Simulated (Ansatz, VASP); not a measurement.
## Si3Sn4: VASP beside Ansatz

```
Si Sn
1.0
     3.10046    1.79005    5.47682
    -3.10046    1.79005    5.47682
     0.00000   -3.58011    5.47682
Si Sn
3 4
Direct
  0.50000 0.50000 0.00000
  0.00000 0.50000 0.50000
  0.50000 0.00000 0.50000
  0.00000 0.00000 0.50000
  0.50000 0.00000 0.00000
  0.00000 0.50000 0.00000
  0.00000 0.00000 0.00000
```

Alike in both runs: task relaxation of cell and atoms; functional PBE; k mesh 3 × 3 × 3; occupations gaussian, width 0.2 eV; no spin polarisation.

|  | VASP | Ansatz |
| --- | --- | --- |
| version | VASP 6.6.1 | Ansatz 0.2.0 |
| potentials or method | VASP PAW PBE potentials, release 64 (Si, Sn_d), cutoff 500 eV | scalar-relativistic, plane waves, PAW |
| valence electrons in the cell | 68 | 68 |

|  | VASP | Ansatz | Ansatz less VASP |
| --- | --- | --- | --- |
| gap on the k mesh at the Fermi level, each at its own relaxed structure (eV) | none | none | - |
| relaxed volume (Å³/atom) | 25.17 | 25.18 | +0.010 |
| relaxed cell length with the largest relative difference (Å) | 6.665 | 6.662 | -0.0029 |

A gap of «none» marks a metal or a gap that the smearing closes.

The k mesh is coarse, so the values compare programs but aren't converged.
